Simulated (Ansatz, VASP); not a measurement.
**One calculation of Hf, two programs**

INCAR

```
PREC = Accurate
ENCUT = 520
EDIFF = 1E-6
ISMEAR = -1
SIGMA = 0.05
LREAL = F
LASPH = T
NELM = 80
ALGO = Normal
ISIF = 2
LWAVE = F
LCHARG = F
GGA = CA
NBANDS = 28
```

File KPOINTS:

```
Automatic mesh
0
Gamma
  12 8 7
```

Contents of POSCAR:

```
Hf
1.0
   -1.5595069758      2.7011453168      0.0000000000
    0.0000000000      0.0000000000      4.9418267774
    4.6785209273      2.7011453168      0.0000000000
Hf
4
Direct
    0.5000000000      0.2500000000      0.1666666670
    0.0000000000      0.2500000000      0.6666666670
    0.0000000000      0.7500000000      0.3333333330
    0.5000000000      0.7500000000      0.8333333330
```

Input for Ansatz:

```yaml
crystal:
  lattice:
    - [-1.5595069758, 2.7011453168, 0.0]
    - [0.0, 0.0, 4.9418267774]
    - [4.6785209273, 2.7011453168, 0.0]
  atoms:
    - { symbol: Hf, position: [0.5, 0.25, 0.166666667] }
    - { symbol: Hf, position: [0.0, 0.25, 0.666666667] }
    - { symbol: Hf, position: [0.0, 0.75, 0.333333333] }
    - { symbol: Hf, position: [0.5, 0.75, 0.833333333] }
kpoints:
  mp_grid: { grid: [12, 8, 7] }
scf:
  occupations: { method: fermi_dirac, width: 0.05 }
hamiltonian:
  xc: lda
  pseudopotentials: { kind: all_electron, lapw: { basis_error: 0.001 } }
output:
  forces: true
  stress: true
  eigenvalues: true
```

Alike in both runs: task single point; functional LDA; k mesh 12 × 8 × 7; occupations fermi-dirac, width 0.05 eV; no spin polarisation.

```csv
,VASP,Ansatz
version,VASP 6.6.1,Ansatz 0.2.0
potentials or method,"VASP PAW LDA potentials, release 64 (Hf_pv), cutoff 520 eV","all-electron LAPW, scalar-relativistic"
```

Ansatz gave:

| Property | Result |
| --- | --- |
| pressure (GPa) | 0.1 |
| traceless stress, the component that is largest in VASP (GPa) | 0.08 |

What did VASP give for the same quantities?

Pressure (GPa): 0.1; traceless stress, the component that is largest in VASP (GPa): 0.04.

LDA's correlation is that of Perdew and Zunger in VASP and of Perdew and Wang (1992) in Ansatz. Ansatz ran all-electron here, and VASP with PAW potentials.

Spin-orbit coupling is off throughout.
